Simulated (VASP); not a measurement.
**NaI: single point with PBE**

NaI:

```
Na I
1.0
    -0.01541    3.54319    3.54319
     3.54319   -0.01541    3.54319
     3.52778    3.52778    0.00000
Na I
1 1
Direct
  0.99901 0.99901 0.00099
  0.25099 0.25099 0.24901
```

This cell differs from its parent crystal: shear xy strain -0.9%.

| Item | Value |
| --- | --- |
| Program | VASP 6.6.1 |
| Task | single point |
| Functional | PBE |
| Potentials or basis | VASP PAW PBE potentials, release 64 (Na_pv, I) |
| Cutoff | 520 eV |
| k mesh | 6 × 6 × 6 |
| Occupations | fermi-dirac, width 0.02 eV |
| Spin | no spin polarisation |
| Dipole correction | no |
| Further INCAR settings | ALGO = Normal; EDIFF = 1e-06; NBANDS = 14 |

```json
{"Pressure": "0.4 GPa", "Band gap on the k mesh": "3.81 eV"}
```

Levels at points of the mesh, in eV from the valence-band top:
```csv
k point,band 5,band 6,band 7,band 8,band 9,band 10
"(0.00, 0.00, 0.00)",-0.02,-0.01,0.00,3.81,7.85,7.89
"(0.50, 0.00, 0.00)",-1.24,-0.14,-0.13,5.40,7.65,7.69
"(0.50, 0.50, 0.00)",-1.14,-0.43,-0.39,5.17,6.18,9.01
"(0.00, 0.00, 0.50)",-1.23,-0.16,-0.15,5.39,7.62,7.65
"(0.50, 0.00, 0.50)",-1.14,-0.41,-0.41,5.18,6.18,9.01
```

Run time: 91 s on 1 thread of Intel Xeon 8259CL, on a shared host, peak memory 0.26 GiB.

Caveat: the cell differs from its parent crystal (shear xy strain -0.9%); spin-orbit coupling is left out, which moves the levels of the heavy elements.
